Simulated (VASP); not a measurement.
A run of VASP 6.6.1 is set up as follows.

The input INCAR:

```
PREC = Accurate
ENCUT = 520
EDIFF = 1E-7
ISMEAR = 0
SIGMA = 0.15
LREAL = False
LASPH = True
NELM = 150
ALGO = Normal
ISIF = 2
LWAVE = False
LCHARG = False
ISPIN = 2
MAGMOM = 1.86 1.86
LORBIT = 11
LMAXMIX = 4
GGA = PE
NBANDS = 20
```

File KPOINTS:

```
regular mesh
0
Gamma
  21 21 12
```

POSCAR

```
Co
1.0
    2.4310000000      0.0000000000      0.0000000000
   -1.2155000000      2.1053077566      0.0000000000
    0.0000000000      0.0000000000      4.2339000000
Co
2
Direct
    0.3333333333      0.6666666667      0.2500000000
    0.6666666667      0.3333333333      0.7500000000
```

Potentials or basis: VASP PAW PBE potentials, release 64 (Co).

Run with:

```console
$ cat potpaw_PBE.64/Co/POTCAR > POTCAR
$ mpirun -np 1 vasp_std > vasp.out
```

(1) Predict the site moments.

(2) Predict the net moment.

(3) What does it give for the pressure?

## Answers

(1) Co +1.63 μB.

(2) 3.23 μB per cell.

(3) 1.2 GPa.
